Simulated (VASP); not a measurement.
Zn, 1 atom in the cell. It takes space group Immm (No. 71, orthorhombic). Conventional cell: a = 2.727 Å, b = 2.831 Å, c = 3.930 Å, α = 90.00°, β = 90.00°, γ = 90.00°. Zn (site symmetry mmm) has 12 Zn at 2.73 to 2.83 Å within 3.6 Å.  This cell differs from its parent crystal: strain +0.0375 x Voigt [0, 0, 0, 0, 1, 0].

| Item | Value |
| --- | --- |
| Program | VASP 6.6.1 |
| Task | single point |
| Functional | r2SCAN |
| Potentials or basis | VASP PAW PBE potentials, release 64 (Zn) |
| Cutoff | 520 eV |
| k mesh | 20 × 20 × 20 |
| Occupations | gaussian, width 0.15 eV |
| Spin | no spin polarisation |
| Dipole correction | no |
| Further INCAR settings | ALGO = Normal; EDIFF = 1e-06; NBANDS = 12 |

Potentials or basis: VASP PAW PBE potentials, release 64 (Zn).

The run is started by

```bash
$ cat potpaw_PBE.64/Zn/POTCAR > POTCAR
$ cp INCAR.step1 INCAR
$ mpirun -np 1 vasp_std > vasp.out
$ cp INCAR.step2 INCAR
$ mpirun -np 1 vasp_std > vasp.out
```

Hardware: 1 thread of Intel(R) Xeon(R) Platinum 8259CL CPU @ 2.50GHz (Skylake/Cascade Lake) (shared host).

Q: How long does it take, and how much memory?

A: Wall time 9.9 min on 1 thread of Intel(R) Xeon(R) Platinum 8259CL CPU @ 2.50GHz (Skylake/Cascade Lake) (shared host), peak memory 0.32 GiB. Counts: k points 1166.
